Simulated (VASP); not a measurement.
# BeTe (F-43m) in VASP: a series of runs

Runs on BeTe. Level: PBE. Tasks: single point, relaxation of cell and atoms.

Program: VASP 6.6.1. These are calculated values, not measurements. Logs are shortened: lines on timing, memory, paths and dates and some standing lists are left out, and cuts for length are marked.

## Step 1: The cell of the first run

The structure is cubic, space group F-43m (No. 216). The conventional cell has a = 5.254 Å, b = 5.254 Å, c = 5.254 Å, α = 90.00°, β = 90.00°, γ = 90.00°. Within 3.0 Å of Be (site symmetry -43m) lie 4 Te at 2.27 Å. Within 3.0 Å of Te (site symmetry -43m) lie 4 Be at 2.27 Å.

## Step 2: Single point, PBE

Contents of INCAR:

```
PREC = Accurate
ENCUT = 600
EDIFF = 1E-6
ISMEAR = 0
SIGMA = 0.01
LREAL = F
LASPH = T
NELM = 120
ALGO = Normal
ISIF = 2
LWAVE = F
LCHARG = T
GGA = PE
LELF = T
LVHAR = T
NBANDS = 11
GGA_COMPAT = F
```

Contents of KPOINTS:

```
Automatic mesh
0
Gamma
  6 6 6
```

Contents of POSCAR:

```
BeTe
1.0
    0.0000000000      2.6269186450      2.6269186450
    2.6269186450      0.0000000000      2.6269186450
    2.6269186450      2.6269186450      0.0000000000
Be Te
1 1
Direct
    0.0000000000      0.0000000000      0.0000000000
    0.2500000000      0.2500000000      0.2500000000
```

Potentials or basis: VASP PAW PBE potentials, release 64 (Be, Te).

On the command line:

```
$ cat potpaw_PBE.64/Be/POTCAR potpaw_PBE.64/Te/POTCAR > POTCAR
$ mpirun -np 1 vasp_std > vasp.out
```

OUTCAR:

```text
PREC = Accurate
   ENCUT = 600
   EDIFF = 1E-6
   ISMEAR = 0
   LREAL = F
   LASPH = T
   NELM = 120
   ISIF = 2
   GGA = PE

 ion  position               nearest neighbor table
   1  0.000  0.000  0.000-   2 2.27   2 2.27   2 2.27   2 2.27
   2  0.250  0.250  0.250-   1 2.27   1 2.27   1 2.27   1 2.27

  LATTYP: Found a face centered cubic cell.
 ALAT       =     5.2538372900

  Lattice vectors:

 A1 = (   0.0000000000,   2.6269186450,   2.6269186450)
 A2 = (   2.6269186450,   0.0000000000,   2.6269186450)
 A3 = (   2.6269186450,   2.6269186450,   0.0000000000)

Analysis of symmetry for initial positions (statically):
=====================================================================
 Subroutine PRICEL returns:
 Original cell was already a primitive cell.

 Routine SETGRP: Setting up the symmetry group for a
 face centered cubic supercell.

 Subroutine GETGRP returns: Found 24 space group operations
 (whereof 24 operations were pure point group operations)
 out of a pool of 48 trial point group operations.

The static configuration has the point symmetry T_d .

Analysis of symmetry for dynamics (positions and initial velocities):
=====================================================================
 Subroutine PRICEL returns:
 Original cell was already a primitive cell.

 Routine SETGRP: Setting up the symmetry group for a
 face centered cubic supercell.

 Subroutine GETGRP returns: Found 24 space group operations
 (whereof 24 operations were pure point group operations)
 out of a pool of 48 trial point group operations.

The dynamic configuration has the point symmetry T_d .

 Subroutine INISYM returns: Found 24 space group operations
 (whereof 24 operations are pure point group operations),
 and found     1 'primitive' translations

----------------------------------------------------------------------------------------

                                     Primitive cell

  volume of cell :      36.2552

  direct lattice vectors                    reciprocal lattice vectors
     0.000000000  2.626918645  2.626918645    -0.190337071  0.190337071  0.190337071
     2.626918645  0.000000000  2.626918645     0.190337071 -0.190337071  0.190337071
     2.626918645  2.626918645  0.000000000     0.190337071  0.190337071 -0.190337071

  length of vectors
     3.715023975  3.715023975  3.715023975     0.329673477  0.329673477  0.329673477

  position of ions in fractional coordinates (direct lattice)
     0.000000000  0.000000000  0.000000000
     0.250000000  0.250000000  0.250000000

  ion indices of the primitive-cell ions
   primitive index   ion index
                 1           1
                 2           2
[... 74 lines left out ...]
   NELECT =       8.0000    total number of electrons
   NUPDOWN=      -1.0000    fix difference up-down
   EMIN   =  10.00;   EMAX   =-10.00  energy-range for DOS
   EFERMI =   0.00;   METHOD = LEGACY
   ISMEAR =     0;   SIGMA  =   0.01  broadening in eV -4-tet -1-fermi 0-gaus
   EFERMI_NEDOS =   21; number of points for ismear=-14 and -15
   IALGO  =     38    algorithm
   IMIX   =      4    mixing-type and parameters
     AMIX     =   0.40;   BMIX     =  1.00
     AMIX_MAG =   1.60;   BMIX_MAG =  1.00
  volume/ion in A,a.u.               =      18.13       122.33
  Fermi-wavevector in a.u.,A,eV,Ry     =   0.989270  1.869449 13.315413  0.978655
  Thomas-Fermi vector in A             =   2.120857
   LORBIT       =      0    0 simple, 1 ext, 2 COOP (PROOUT), +10 PAW based schemes
   GGA     = PE    functional components
   LHFCALC =     F    Hartree Fock is set to
   AEXX    =    0.0000 exact exchange contribution
   IVDW    =     0    specifies the selected vdW correction
   LEPSILON=     F    determine dielectric tensor
   LRPA    =     F    only Hartree local field effects (RPA)
 non-spin polarized calculation
 Gauss-broadening in eV      SIGMA  =   0.01
  energy-cutoff  :      600.00
  volume of cell :       36.26
 maximum number of plane-waves:      1243
 NGX is ok and might be reduce to    30
   NGX = 15   NGY = 15   NGZ = 15

 number of electron       8.0000000 magnetization

 Free energy of the ion-electron system (eV)
  ---------------------------------------------------
  ext. energy  EPLUGINS =         0.00000000
  ---------------------------------------------------
  free energy    TOTEN  =        -7.13082364 eV

  energy without entropy =       -7.13082364  energy(sigma->0) =       -7.13082364

 E-fermi :   7.8015     XC(G=0):  -9.9182

 val. band max:        7.7115391751   @ k =   0.0000   0.0000   0.0000
 cond. band min:       9.0838616935   @ k =   0.5000   0.5000   0.0000
 fundamental gap:      1.3723225184
 Fermi energy:         7.8015235266

 k-point     1 :       0.0000    0.0000    0.0000
  band No.  band energies     occupation
      1      -6.1746      2.00000
      2       7.7115      2.00000
      3       7.7115      2.00000
      4       7.7115      2.00000
      5      11.0699      0.00000
      6      11.0699      0.00000
      7      11.0699      0.00000
      8      13.1946      0.00000
      9      16.2636      0.00000
     10      18.3816      0.00000
     11      18.3816      0.00000
[... 197 lines left out ...]
 k-point    16 :      -0.3333    0.5000    0.1667
  band No.  band energies     occupation
      1      -3.4547      2.00000
      2       1.7884      2.00000
      3       3.2192      2.00000
      4       3.5263      2.00000
      5      11.2672      0.00000
      6      11.8245      0.00000
      7      15.7395      0.00000
      8      16.0428      0.00000
      9      19.7074      0.00000
     10      21.1274      0.00000
     11      21.5327      0.00000

------------------------ aborting loop because EDIFF is reached ----------------------------------------

  FORCE on cell =-STRESS in cart. coord.  units (eV):
  Direction    XX          YY          ZZ          XY          YZ          ZX
  --------------------------------------------------------------------------------------
  -------------------------------------------------------------------------------------
  Total        4.5936581      4.5936581      4.5936581     -0.0000000     -0.0000000      0.0000000
  in kB      203.0015656    203.0015656    203.0015656     -0.0000000     -0.0000000      0.0000000
  external PRESSURE =     203.0015656 kB  Pullay stress =       0.0000000 kB

 VOLUME and BASIS-vectors are now :
 -----------------------------------------------------------------------------
  energy-cutoff  :      600.00
  volume of cell :       36.26
      direct lattice vectors                 reciprocal lattice vectors
     0.000000000  2.626918645  2.626918645    -0.190337071  0.190337071  0.190337071
     2.626918645  0.000000000  2.626918645     0.190337071 -0.190337071  0.190337071
     2.626918645  2.626918645  0.000000000     0.190337071  0.190337071 -0.190337071

 POSITION                                       TOTAL-FORCE (eV/Angst)
 -----------------------------------------------------------------------------------
      0.00000      0.00000      0.00000         0.000000      0.000000      0.000000
      1.31346      1.31346      1.31346        -0.000000     -0.000000     -0.000000
 -----------------------------------------------------------------------------------
    total drift:                                0.000000      0.000000      0.000000

  FREE ENERGIE OF THE ION-ELECTRON SYSTEM (eV)
  ---------------------------------------------------
  free  energy   TOTEN  =        -7.1308236415 eV

  energy  without entropy=       -7.1308236415  energy(sigma->0) =       -7.13082364
```

OSZICAR:

```text
N       E                     dE             d eps       ncg     rms          rms(c)
DAV:   1     0.200478620224E+02    0.20048E+02   -0.37896E+03   352   0.680E+02
DAV:   2    -0.640314780497E+01   -0.26451E+02   -0.25445E+02   471   0.103E+02
DAV:   3    -0.747676134769E+01   -0.10736E+01   -0.10717E+01   474   0.210E+01
DAV:   4    -0.748686017594E+01   -0.10099E-01   -0.10098E-01   428   0.228E+00
DAV:   5    -0.748700805160E+01   -0.14788E-03   -0.14787E-03   458   0.268E-01    0.572E+00
DAV:   6    -0.720255865745E+01    0.28445E+00   -0.37966E-01   433   0.283E+00    0.333E+00
DAV:   7    -0.713067549218E+01    0.71883E-01   -0.22321E-01   453   0.217E+00    0.814E-01
DAV:   8    -0.713051821312E+01    0.15728E-03   -0.10333E-02   397   0.616E-01    0.131E-01
DAV:   9    -0.713077188454E+01   -0.25367E-03   -0.53658E-04   440   0.137E-01    0.513E-02
DAV:  10    -0.713082413843E+01   -0.52254E-04   -0.81959E-05   384   0.486E-02    0.221E-02
DAV:  11    -0.713082285691E+01    0.12815E-05   -0.43476E-06   473   0.108E-02    0.140E-02
DAV:  12    -0.713082364149E+01   -0.78458E-06   -0.35378E-06   391   0.116E-02
   1 F= -.71308236E+01 E0= -.71308236E+01  d E =-.535119E-39
```

stdout:

```text
POSCAR found type information on POSCAR BeTe
 POSCAR found :  2 types and       2 ions
 scaLAPACK will be used
 LDA part: xc-table for (Slater+PW92), standard interpolation
 POSCAR, INCAR and KPOINTS ok, starting setup
 FFT: planning ... GRIDC
 FFT: planning ... GRID_SOFT
 FFT: planning ... GRID
 WAVECAR not read
 entering main loop
```

It took 21 s on 1 thread of Intel Xeon 8259CL, shared host; peak memory 0.17 GiB.

What came out:

```
Free energy            : -7.1308 eV
Pressure               : 20.3 GPa
Band gap on the k mesh : 1.37 eV, indirect (least direct gap 3.36 eV)
```

Levels at points of the mesh, in eV from the valence-band top:
```tsv
k point	band 2	band 3	band 4	band 5	band 6	band 7
(0.00, 0.00, 0.00)	0.00	0.00	0.00	3.36	3.36	3.36
(0.50, 0.00, 0.00)	-7.05	-1.54	-1.54	3.67	4.42	4.42
(0.50, 0.50, 0.00)	-6.37	-3.54	-3.54	1.37	2.28	11.06
```

Caveat: spin-orbit coupling is left out, which moves the levels of the heavy elements. A k mesh can miss the band edges.

## Step 3: Single point, PBE

This run uses another cell than the first one, of 19.86 Å³/atom, 1.095 times its volume.

Contents of INCAR:

```
PREC = Accurate ; ENCUT = 600
EDIFF = 1E-6 ; ISMEAR = 0
SIGMA = 0.01 ; LREAL = F
LASPH = T ; NELM = 120
ALGO = Normal ; ISIF = 2
LWAVE = F ; LCHARG = F
GGA = PE ; NBANDS = 11
GGA_COMPAT = F
```

Contents of KPOINTS:

```
regular mesh
0
Gamma
  6 6 6
```

Contents of POSCAR:

```
BeTe
1.0
    0.0000000000      2.7079043422      2.7079043422
    2.7079043422      0.0000000000      2.7079043422
    2.7079043422      2.7079043422      0.0000000000
Be Te
1 1
Direct
    0.0000000000      0.0000000000      0.0000000000
    0.2500000000      0.2500000000      0.2500000000
```

Potentials or basis: VASP PAW PBE potentials, release 64 (Be, Te).

On the command line:

```
$ cat potpaw_PBE.64/Be/POTCAR potpaw_PBE.64/Te/POTCAR > POTCAR
$ mpirun -np 1 vasp_std > vasp.out
```

OUTCAR:

```text
PREC = Accurate
   ENCUT = 600
   EDIFF = 1E-6
   ISMEAR = 0
   LREAL = F
   LASPH = T
   NELM = 120
   ISIF = 2
   GGA = PE

 ion  position               nearest neighbor table
   1  0.000  0.000  0.000-   2 2.35   2 2.35   2 2.35   2 2.35
   2  0.250  0.250  0.250-   1 2.35   1 2.35   1 2.35   1 2.35

  LATTYP: Found a face centered cubic cell.
 ALAT       =     5.4158086844

  Lattice vectors:

 A1 = (   0.0000000000,   2.7079043422,   2.7079043422)
[... 400 lines left out ...]
------------------------ aborting loop because EDIFF is reached ----------------------------------------

  FORCE on cell =-STRESS in cart. coord.  units (eV):
  Direction    XX          YY          ZZ          XY          YZ          ZX
  --------------------------------------------------------------------------------------
  -------------------------------------------------------------------------------------
  Total        2.5301339      2.5301339      2.5301339      0.0000000     -0.0000000      0.0000000
  in kB      102.0761168    102.0761168    102.0761168      0.0000000     -0.0000000      0.0000000
  external PRESSURE =     102.0761168 kB  Pullay stress =       0.0000000 kB

 VOLUME and BASIS-vectors are now :
 -----------------------------------------------------------------------------
  energy-cutoff  :      600.00
  volume of cell :       39.71
      direct lattice vectors                 reciprocal lattice vectors
     0.000000000  2.707904342  2.707904342    -0.184644632  0.184644632  0.184644632
     2.707904342  0.000000000  2.707904342     0.184644632 -0.184644632  0.184644632
     2.707904342  2.707904342  0.000000000     0.184644632  0.184644632 -0.184644632

 POSITION                                       TOTAL-FORCE (eV/Angst)
 -----------------------------------------------------------------------------------
      0.00000      0.00000      0.00000        -0.000000     -0.000000     -0.000000
      1.35395      1.35395      1.35395         0.000000      0.000000      0.000000
 -----------------------------------------------------------------------------------
    total drift:                                0.000000      0.000000      0.000000

  FREE ENERGIE OF THE ION-ELECTRON SYSTEM (eV)
  ---------------------------------------------------
  free  energy   TOTEN  =        -7.4527506221 eV

  energy  without entropy=       -7.4527506221  energy(sigma->0) =       -7.45275062
```

stdout:

```text
POSCAR found type information on POSCAR BeTe
 POSCAR found :  2 types and       2 ions
 scaLAPACK will be used
 LDA part: xc-table for (Slater+PW92), standard interpolation
 POSCAR, INCAR and KPOINTS ok, starting setup
 FFT: planning ... GRIDC
 FFT: planning ... GRID_SOFT
 FFT: planning ... GRID
 WAVECAR not read
 entering main loop
```

Run time: 17 s. Hardware: 1 thread of Intel Xeon 8259CL, shared host; peak memory 0.18 GiB.

Results:

| Item | Value |
| --- | --- |
| Free energy | -7.4528 eV |
| Pressure | 10.2 GPa |
| Band gap on the k mesh | 1.66 eV, indirect (least direct gap 3.49 eV) |

Caveat: spin-orbit coupling is left out, which moves the levels of the heavy elements.

## Step 4: Single point, PBE

This run uses another cell than the first one, of 21.06 Å³/atom, 1.162 times its volume.

Contents of INCAR:

```
ALGO = Normal
EDIFF = 1E-6
ENCUT = 600
GGA = PE
GGA_COMPAT = F
ISIF = 2
ISMEAR = 0
LASPH = T
LCHARG = T
LELF = T
LREAL = F
LVHAR = T
LWAVE = F
NBANDS = 11
NELM = 120
PREC = Accurate
SIGMA = 0.01
```

Contents of KPOINTS:

```
k-points
0
Gamma
  6 6 6
```

Contents of POSCAR:

```
BeTe
1.0
    0.0000000000      2.7616812484      2.7616812484
    2.7616812484      0.0000000000      2.7616812484
    2.7616812484      2.7616812484      0.0000000000
Be Te
1 1
Direct
    0.0000000000      0.0000000000      0.0000000000
    0.2500000000      0.2500000000      0.2500000000
```

Potentials or basis: VASP PAW PBE potentials, release 64 (Be, Te).

On the command line:

```
$ cat potpaw_PBE.64/Be/POTCAR potpaw_PBE.64/Te/POTCAR > POTCAR
$ mpirun -np 1 vasp_std > vasp.out
```

OUTCAR:

```text
EDIFF = 1E-6
   ENCUT = 600
   GGA = PE
   ISIF = 2
   ISMEAR = 0
   LASPH = T
   LREAL = F
   NELM = 120
   PREC = Accurate

 ion  position               nearest neighbor table
   1  0.000  0.000  0.000-   2 2.39   2 2.39   2 2.39   2 2.39
   2  0.250  0.250  0.250-   1 2.39   1 2.39   1 2.39   1 2.39

  LATTYP: Found a face centered cubic cell.
 ALAT       =     5.5233624968

  Lattice vectors:

 A1 = (   0.0000000000,   2.7616812484,   2.7616812484)
 A2 = (   2.7616812484,   0.0000000000,   2.7616812484)
 A3 = (   2.7616812484,   2.7616812484,   0.0000000000)

Analysis of symmetry for initial positions (statically):
=====================================================================
 Subroutine PRICEL returns:
 Original cell was already a primitive cell.

 Routine SETGRP: Setting up the symmetry group for a
 face centered cubic supercell.

 Subroutine GETGRP returns: Found 24 space group operations
 (whereof 24 operations were pure point group operations)
 out of a pool of 48 trial point group operations.

The static configuration has the point symmetry T_d .

Analysis of symmetry for dynamics (positions and initial velocities):
[... 162 lines left out ...]
      4       5.7740      2.00000
      5       9.3276      0.00000
      6       9.3276      0.00000
      7       9.3276      0.00000
      8      10.0343      0.00000
      9      14.1717      0.00000
     10      16.1388      0.00000
     11      16.1388      0.00000
[... 197 lines left out ...]
 k-point    16 :      -0.3333    0.5000    0.1667
  band No.  band energies     occupation
      1      -4.8437      2.00000
      2       0.6987      2.00000
      3       2.1036      2.00000
      4       2.4100      2.00000
      5       9.4538      0.00000
      6      10.0245      0.00000
      7      13.3066      0.00000
      8      13.5945      0.00000
      9      16.9913      0.00000
     10      18.0076      0.00000
     11      18.8891      0.00000

------------------------ aborting loop because EDIFF is reached ----------------------------------------

  FORCE on cell =-STRESS in cart. coord.  units (eV):
  Direction    XX          YY          ZZ          XY          YZ          ZX
  --------------------------------------------------------------------------------------
  -------------------------------------------------------------------------------------
  Total        1.3618458      1.3618458      1.3618458      0.0000000      0.0000000     -0.0000000
  in kB       51.7950048     51.7950048     51.7950048      0.0000000      0.0000000     -0.0000000
  external PRESSURE =      51.7950048 kB  Pullay stress =       0.0000000 kB

 VOLUME and BASIS-vectors are now :
 -----------------------------------------------------------------------------
  energy-cutoff  :      600.00
  volume of cell :       42.13
      direct lattice vectors                 reciprocal lattice vectors
     0.000000000  2.761681248  2.761681248    -0.181049135  0.181049135  0.181049135
     2.761681248  0.000000000  2.761681248     0.181049135 -0.181049135  0.181049135
     2.761681248  2.761681248  0.000000000     0.181049135  0.181049135 -0.181049135

 POSITION                                       TOTAL-FORCE (eV/Angst)
 -----------------------------------------------------------------------------------
      0.00000      0.00000      0.00000        -0.000000      0.000000     -0.000000
      1.38084      1.38084      1.38084         0.000000     -0.000000      0.000000
 -----------------------------------------------------------------------------------
    total drift:                                0.000000      0.000000      0.000000

  FREE ENERGIE OF THE ION-ELECTRON SYSTEM (eV)
  ---------------------------------------------------
  free  energy   TOTEN  =        -7.5669021862 eV

  energy  without entropy=       -7.5669021862  energy(sigma->0) =       -7.56690219
```

Run time: 20 s. Hardware: 1 thread of Intel Xeon 8259CL, shared host; peak memory 0.18 GiB.

What came out:

| Quantity | Value |
| --- | --- |
| Free energy | -7.5669 eV |
| Pressure | 5.2 GPa |
| Band gap on the k mesh | 1.82 eV, indirect (least direct gap 3.55 eV) |

Caveat: spin-orbit coupling is left out, which moves the levels of the heavy elements.

(Part 1 of 2 ends here.)
